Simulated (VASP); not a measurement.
# NaCl in VASP: a series of runs

Runs on NaCl. Level: PBEsol. Tasks: single point.

Everything below comes from runs of VASP 6.6.1. Logs are shortened: lines on timing, memory, paths and dates and some standing lists are left out, and cuts for length are marked.

**1. The cell of the first run**

The structure is cubic, space group Fm-3m (No. 225). Conventional cell: a = 6.117 Å, b = 6.117 Å, c = 6.117 Å, α = 90.00°, β = 90.00°, γ = 90.00°. Na (site symmetry m-3m) has 6 Cl at 3.06 Å within 4.0 Å. Within 4.0 Å of Cl (site symmetry m-3m) lie 6 Na at 3.06 Å.

**2. Single point, PBEsol (strain +0.080 along x and y, +0.080 along z)**

INCAR reads:

```
SYSTEM = NaCl
ALGO = Normal
EDIFF = 1E-6
ENCUT = 520
GGA = PS
ISIF = 2
ISMEAR = 0
LASPH = .TRUE.
LCHARG = .FALSE.
LREAL = .FALSE.
LWAVE = .FALSE.
NBANDS = 14
NELM = 60
PREC = Accurate
SIGMA = 0.05
```

KPOINTS reads:

```
k-points
0
G
  8 8 8
  0 0 0
```

POSCAR reads:

```
NaCl
1.0
    0.0000000000      3.0582900000      3.0582900000
    3.0582900000      0.0000000000      3.0582900000
    3.0582900000      3.0582900000      0.0000000000
Na Cl
1 1
Direct
    0.0000000000      0.0000000000      0.0000000000
    0.5000000000      0.5000000000      0.5000000000
```

Potentials or basis: VASP PAW PBE potentials, release 64 (Na_pv, Cl).

Run with:

```sh
cat potpaw_PBE.64/Na_pv/POTCAR potpaw_PBE.64/Cl/POTCAR > POTCAR
mpirun -np 1 vasp_std > vasp.out
```

OUTCAR:

```text
SYSTEM = NaCl
   EDIFF = 1E-6
   ENCUT = 520
   GGA = PS
   ISIF = 2
   ISMEAR = 0
   LASPH = .TRUE.
   LREAL = .FALSE.
   NELM = 60
   PREC = Accurate

 ion  position               nearest neighbor table
   1  0.000  0.000  0.000-
   2  0.500  0.500  0.500-

  LATTYP: Found a face centered cubic cell.
 ALAT       =     6.1165800000

  Lattice vectors:

 A1 = (   0.0000000000,   3.0582900000,   3.0582900000)
 A2 = (   3.0582900000,   0.0000000000,   3.0582900000)
 A3 = (   3.0582900000,   3.0582900000,   0.0000000000)

Analysis of symmetry for initial positions (statically):
=====================================================================
 Subroutine PRICEL returns:
 Original cell was already a primitive cell.

 Routine SETGRP: Setting up the symmetry group for a
 face centered cubic supercell.

 Subroutine GETGRP returns: Found 48 space group operations
 (whereof 48 operations were pure point group operations)
 out of a pool of 48 trial point group operations.

The static configuration has the point symmetry O_h .

Analysis of symmetry for dynamics (positions and initial velocities):
=====================================================================
 Subroutine PRICEL returns:
 Original cell was already a primitive cell.

 Routine SETGRP: Setting up the symmetry group for a
 face centered cubic supercell.

 Subroutine GETGRP returns: Found 48 space group operations
 (whereof 48 operations were pure point group operations)
 out of a pool of 48 trial point group operations.

The dynamic configuration has the point symmetry O_h .

 Subroutine INISYM returns: Found 48 space group operations
 (whereof 48 operations are pure point group operations),
 and found     1 'primitive' translations

----------------------------------------------------------------------------------------

                                     Primitive cell

  volume of cell :      57.2092

  direct lattice vectors                    reciprocal lattice vectors
     0.000000000  3.058290000  3.058290000    -0.163490055  0.163490055  0.163490055
     3.058290000  0.000000000  3.058290000     0.163490055 -0.163490055  0.163490055
     3.058290000  3.058290000  0.000000000     0.163490055  0.163490055 -0.163490055

  length of vectors
     4.325075196  4.325075196  4.325075196     0.283173082  0.283173082  0.283173082

  position of ions in fractional coordinates (direct lattice)
     0.000000000  0.000000000  0.000000000
     0.500000000  0.500000000  0.500000000

  ion indices of the primitive-cell ions
   primitive index   ion index
                 1           1
                 2           2

----------------------------------------------------------------------------------------

 KPOINTS: k-points

Automatic generation of k-mesh.
 Grid dimensions read from file:
 generate k-points for:    8    8    8

 Generating k-lattice:

  Cartesian coordinates                     Fractional coordinates (reciprocal lattice)
    -0.020436257  0.020436257  0.020436257     0.125000000  0.000000000  0.000000000
     0.020436257 -0.020436257  0.020436257     0.000000000  0.125000000  0.000000000
     0.020436257  0.020436257 -0.020436257     0.000000000  0.000000000  0.125000000

  Length of vectors
     0.035396635  0.035396635  0.035396635

  Shift w.r.t. Gamma in fractional coordinates (k-lattice)
     0.000000000  0.000000000  0.000000000

 Subroutine IBZKPT returns following result:
 ===========================================

 Found     29 irreducible k-points:

 Following reciprocal coordinates:
            Coordinates               Weight
  0.000000  0.000000  0.000000      1.000000
  0.125000  0.000000  0.000000      8.000000
  0.250000  0.000000  0.000000      8.000000
  0.375000  0.000000  0.000000      8.000000
  0.500000  0.000000  0.000000      4.000000
  0.125000  0.125000  0.000000      6.000000
[... 16 lines left out ...]
  0.500000  0.250000  0.125000     48.000000
 -0.375000  0.250000  0.125000     24.000000
 [... further k-points ...]
   k-points           NKPTS =     29   k-points in BZ     NKDIM =     29   number of bands    NBANDS=     14
   number of dos      NEDOS =    301   number of ions     NIONS =      2
   total plane-waves  NPLWV =  32768
   dimension x,y,z NGX =    32 NGY =   32 NGZ =   32
   dimension x,y,z NGXF=    64 NGYF=   64 NGZF=   64
   ions per type =               1   1
   NGX,Y,Z   is equivalent  to a cutoff of  12.30, 12.30, 12.30 a.u.
   NGXF,Y,Z  is equivalent  to a cutoff of  24.60, 24.60, 24.60 a.u.
 SYSTEM =  NaCl
   PREC   = accura    normal or accurate (medium, high low for compatibility)
   ISTART =      0    job   : 0-new  1-cont  2-samecut
   ICHARG =      2    charge: 1-file 2-atom 10-const
   ISPIN  =      1    spin polarized calculation?
   LNONCOLLINEAR =      F non collinear calculations
   LSORBIT =      F    spin-orbit coupling
   LASPH  =      T    aspherical Exc in radial PAW
   ENCUT  =  520.0 eV  38.22 Ry    6.18 a.u.   8.04  8.04  8.04*2*pi/ulx,y,z
   NELM   =     60;   NELMIN=  2; NELMDL= -5     # of ELM steps
   EDIFF  = 0.1E-05   stopping-criterion for ELM
   LREAL  =      F    real-space projection
   EDIFFG = 0.1E-04   stopping-criterion for IOM
   NSW    =      0    number of steps for IOM
   IBRION =     -1    ionic relax: 0-MD 1-quasi-New 2-CG
   NFREE  =      0    steps in history (QN), initial steepest desc. (CG)
   ISIF   =      2    stress and relaxation
   ISYM   =      2    0-nonsym 1-usesym 2-fastsym
   POTIM  = 0.5000    time-step for ionic-motion
   TEBEG  =    0.0;   TEEND  =   0.0 temperature during run
   PSTRESS=    0.0 pullay stress
   NELECT =      14.0000    total number of electrons
   NUPDOWN=      -1.0000    fix difference up-down
   EMIN   =  10.00;   EMAX   =-10.00  energy-range for DOS
   EFERMI =   0.00;   METHOD = LEGACY
   ISMEAR =     0;   SIGMA  =   0.05  broadening in eV -4-tet -1-fermi 0-gaus
   EFERMI_NEDOS =   21; number of points for ismear=-14 and -15
   IALGO  =     38    algorithm
   IMIX   =      4    mixing-type and parameters
     AMIX     =   0.40;   BMIX     =  1.00
     AMIX_MAG =   1.60;   BMIX_MAG =  1.00
  volume/ion in A,a.u.               =      28.60       193.03
  Fermi-wavevector in a.u.,A,eV,Ry     =   1.023990  1.935060 14.266451  1.048555
  Thomas-Fermi vector in A             =   2.157753
   LORBIT       =      0    0 simple, 1 ext, 2 COOP (PROOUT), +10 PAW based schemes
   GGA     = PS    functional components
   LHFCALC =     F    Hartree Fock is set to
   AEXX    =    0.0000 exact exchange contribution
   IVDW    =     0    specifies the selected vdW correction
   LEPSILON=     F    determine dielectric tensor
   LRPA    =     F    only Hartree local field effects (RPA)
 non-spin polarized calculation
 Gauss-broadening in eV      SIGMA  =   0.05
  energy-cutoff  :      520.00
  volume of cell :       57.21
 maximum number of plane-waves:      1572
   NGX = 17   NGY = 17   NGZ = 17

 number of electron      13.9999996 magnetization

 Free energy of the ion-electron system (eV)
  ---------------------------------------------------
  ext. energy  EPLUGINS =         0.00000000
  ---------------------------------------------------
  free energy    TOTEN  =        -6.80572781 eV

  energy without entropy =       -6.80572781  energy(sigma->0) =       -6.80572781

 E-fermi :  -1.7325     XC(G=0):  -7.3053

 val. band max:       -1.9541684509   @ k =   0.0000   0.0000   0.0000
 cond. band min:       2.2387580593   @ k =   0.0000   0.0000   0.0000
 fundamental gap:      4.1929265102
 Fermi energy:        -1.7325340062

 k-point     1 :       0.0000    0.0000    0.0000
  band No.  band energies     occupation
      1     -23.1787      2.00000
      2     -23.1787      2.00000
      3     -23.1787      2.00000
      4     -14.1577      2.00000
      5      -1.9542      2.00000
      6      -1.9542      2.00000
      7      -1.9542      2.00000
      8       2.2388      0.00000
      9       8.7174      0.00000
     10       8.7174      0.00000
     11       8.7174      0.00000
     12      10.6470      0.00000
     13      10.6470      0.00000
     14      11.6645      0.00000

 k-point     2 :       0.1250    0.0000    0.0000
  band No.  band energies     occupation
      1     -23.1800      2.00000
      2     -23.1788      2.00000
      3     -23.1788      2.00000
      4     -14.1348      2.00000
      5      -2.2101      2.00000
      6      -1.9788      2.00000
      7      -1.9788      2.00000
      8       2.6426      0.00000
      9       8.1178      0.00000
     10       8.8472      0.00000
     11       8.8473      0.00000
     12      10.2751      0.00000
     13      10.2751      0.00000
     14      12.2030      0.00000

 k-point     3 :       0.2500    0.0000    0.0000
  band No.  band energies     occupation
      1     -23.1832      2.00000
      2     -23.1791      2.00000
      3     -23.1791      2.00000
      4     -14.0784      2.00000
      5      -2.7168      2.00000
      6      -2.0367      2.00000
      7      -2.0367      2.00000
      8       3.5375      0.00000
      9       7.3084      0.00000
     10       8.7720      0.00000
     11       8.7721      0.00000
     12      10.4262      0.00000
     13      10.4262      0.00000
     14      11.7068      0.00000
[... 324 lines left out ...]
 k-point    23 :       0.5000    0.2500    0.1250
  band No.  band energies     occupation
      1     -23.1855      2.00000
      2     -23.1814      2.00000
      3     -23.1800      2.00000
      4     -13.9964      2.00000
      5      -3.0122      2.00000
      6      -2.4080      2.00000
      7      -2.1826      2.00000
      8       5.0956      0.00000
      9       6.6548      0.00000
     10       7.2425      0.00000
     11       8.9102      0.00000
     12      10.6251      0.00000
     13      12.3606      0.00000
     14      13.2909      0.00000

 k-point    24 :      -0.3750    0.2500    0.1250
  band No.  band energies     occupation
      1     -23.1862      2.00000
      2     -23.1815      2.00000
      3     -23.1803      2.00000
      4     -13.9780      2.00000
      5      -3.0896      2.00000
      6      -2.4587      2.00000
      7      -2.2188      2.00000
      8       5.5717      0.00000
      9       6.3114      0.00000
     10       7.3430      0.00000
     11       8.7548      0.00000
     12      11.0317      0.00000
     13      12.0609      0.00000
     14      13.3476      0.00000

 [... further k-points ...]
[... 5 lines left out ...]
  --------------------------------------------------------------------------------------
  -------------------------------------------------------------------------------------
  Total       -1.3253771     -1.3253771     -1.3253771     -0.0000000      0.0000000     -0.0000000
  in kB      -37.1179571    -37.1179571    -37.1179571     -0.0000000      0.0000000     -0.0000000
  external PRESSURE =     -37.1179571 kB  Pullay stress =       0.0000000 kB

 VOLUME and BASIS-vectors are now :
 -----------------------------------------------------------------------------
  energy-cutoff  :      520.00
  volume of cell :       57.21
      direct lattice vectors                 reciprocal lattice vectors
     0.000000000  3.058290000  3.058290000    -0.163490055  0.163490055  0.163490055
     3.058290000  0.000000000  3.058290000     0.163490055 -0.163490055  0.163490055
     3.058290000  3.058290000  0.000000000     0.163490055  0.163490055 -0.163490055

 POSITION                                       TOTAL-FORCE (eV/Angst)
 -----------------------------------------------------------------------------------
      0.00000      0.00000      0.00000        -0.000000      0.000000     -0.000000
      3.05829      3.05829      3.05829         0.000000      0.000000      0.000000
 -----------------------------------------------------------------------------------
    total drift:                                0.000000     -0.000000      0.000000

  FREE ENERGIE OF THE ION-ELECTRON SYSTEM (eV)
  ---------------------------------------------------
  free  energy   TOTEN  =        -6.8057278079 eV

  energy  without entropy=       -6.8057278079  energy(sigma->0) =       -6.80572781
```

Run time: 18 s. Hardware: 1 thread of AMD EPYC 7R43 (Zen 3), shared host; peak memory 0.14 GiB.

What came out:

```yaml
Free_energy: -6.8057 eV
Pressure: -3.7 GPa
Band_gap_on_the_k_mesh: 4.19 eV, direct
```

Caveat: the cell differs from its parent crystal (strain +0.080 along x and y, +0.080 along z); the PAW data sets were made with another functional, which shifts forces and pressure a little. A k mesh can miss the band edges.

(Continued in part 2 of 2.)
